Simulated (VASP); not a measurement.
Here is a VASP 6.6.1 calculation.

Contents of INCAR:

```
PREC = Accurate
ENCUT = 520
EDIFF = 1E-7
ISMEAR = -1
SIGMA = 0.1
LREAL = F
LASPH = T
NELM = 60
ALGO = Normal
ISIF = 2
LWAVE = F
LCHARG = F
GGA = PE
NBANDS = 19
```

Contents of KPOINTS:

```
regular mesh
0
Gamma
  18 18 10
```

The input POSCAR:

```
Zr
1.0
    3.3563057953      0.0000000000      0.0000000000
   -1.6781528976      2.9066460816      0.0000000000
    0.0000000000      0.0000000000      5.3733010098
Zr
2
Direct
    0.3333333333      0.6666666667      0.2500000000
    0.6666666667      0.3333333333      0.7500000000
```

Potentials or basis: VASP PAW PBE potentials, release 64 (Zr_sv).

Run with:

```sh
$ cat potpaw_PBE.64/Zr_sv/POTCAR > POTCAR
$ mpirun -np 1 vasp_std > vasp.out
```

(1) Estimate the band gap on the k mesh.

(2) Estimate the pressure.

Answers

(1) zero (bands 12 and 13 overlap by 1.13 eV).

(2) -8.7 GPa.

Caveat: the cell stands under tension.
